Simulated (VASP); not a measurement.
A run of VASP 6.6.1 is set up as follows.

INCAR

```
PREC = Accurate ; ENCUT = 600
EDIFF = 1E-6 ; ISMEAR = 0
SIGMA = 0.1 ; LREAL = F
LASPH = T ; NELM = 100
ALGO = Normal ; ISIF = 3
LWAVE = F ; LCHARG = F
GGA = PE ; IBRION = 2
NSW = 100 ; EDIFFG = -0.01
```

Contents of KPOINTS:

```
Automatic mesh
0
Gamma
  12 12 8
```

File POSCAR:

```
CdSe
1.0
    4.0727959424      0.0000000000      0.0000000000
   -2.0363979712      3.5271447506      0.0000000000
    0.0000000000      0.0000000000      6.7036099620
Cd Se
2 2
Direct
    0.0000000000      0.0000000000      0.0000000000
    0.0000000000      0.0000000000      0.5000000000
    0.3333333333      0.6666666667      0.7500000000
    0.6666666667      0.3333333333      0.2500000000
```

Potentials or basis: VASP PAW PBE potentials, release 64 (Cd, Se).

Run with:

```bash
$ cat potpaw_PBE.64/Cd/POTCAR potpaw_PBE.64/Se/POTCAR > POTCAR
$ mpirun -np 1 vasp_std > vasp.out
```

Problem. Estimate the band gap on the k mesh.

Solution. Zero (band 18 reaches 2.17 eV, above the bottom of band 19 at 2.13 eV).

Problem. Estimate the space group after relaxing (to 0.05 Å).

Solution. P6_3/mmc (No. 194).

Final structure:
```xyz
4
Lattice="4.0701 0.0000 0.0000 -2.0351 3.5248 0.0000 0.0000 0.0000 6.7012" Properties=species:S:1:pos:R:3 pbc="T T T"
Cd    4.0701    0.0000    0.0000
Cd    4.0701    0.0000    3.3506
Se    0.0000    2.3499    5.0259
Se    2.0351    1.1749    1.6753
```
